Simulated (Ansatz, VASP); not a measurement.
## TiO2: VASP beside Ansatz

```
Ti O
1.0
    -1.83896    1.83896    5.14761
     1.83896   -1.83896    5.14761
     1.83896    1.83896   -5.14761
Ti O
2 4
Direct
  0.00000 0.00000 0.00000
  0.75000 0.25000 0.50000
  0.20611 0.20611 0.00000
  0.95611 0.45611 0.50000
  0.54389 0.04389 0.50000
  0.79389 0.79389 0.00000
```

Alike in both runs: task single point; functional r2SCAN; k mesh 10 × 10 × 10; occupations gaussian, width 0.05 eV; no spin polarisation; Hubbard terms Ti d U = 4.0 eV.

```csv
,VASP,Ansatz
version,VASP 6.6.1,Ansatz 0.2.0
potentials or method,"VASP PAW PBE potentials, release 64 (Ti_sv, O), cutoff 520 eV","scalar-relativistic, plane waves, PAW"
valence electrons in the cell,48,48
```

|  | VASP | Ansatz | Ansatz less VASP |
| --- | --- | --- | --- |
| gap on the k mesh at the Fermi level (eV) | 3.28 | 3.15 | -0.129 |
| least direct gap on the mesh (eV) | 3.72 | 3.59 | -0.129 |
| pressure (GPa) | 7.3 | 2.0 | -5.25 |
| traceless stress, the component that is largest in VASP (GPa) | -16.11 | -13.44 | +2.675 |
| rms of the force components (eV/Å) | 0.422 | 0.441 | +0.0184 |

VASP's potentials were made for PBE, not for r2SCAN. The programs project onto different local orbitals, so the same U acts differently, and such runs can settle in different states. Atom by atom the forces differ by 0.018 eV/Å (rms over components).
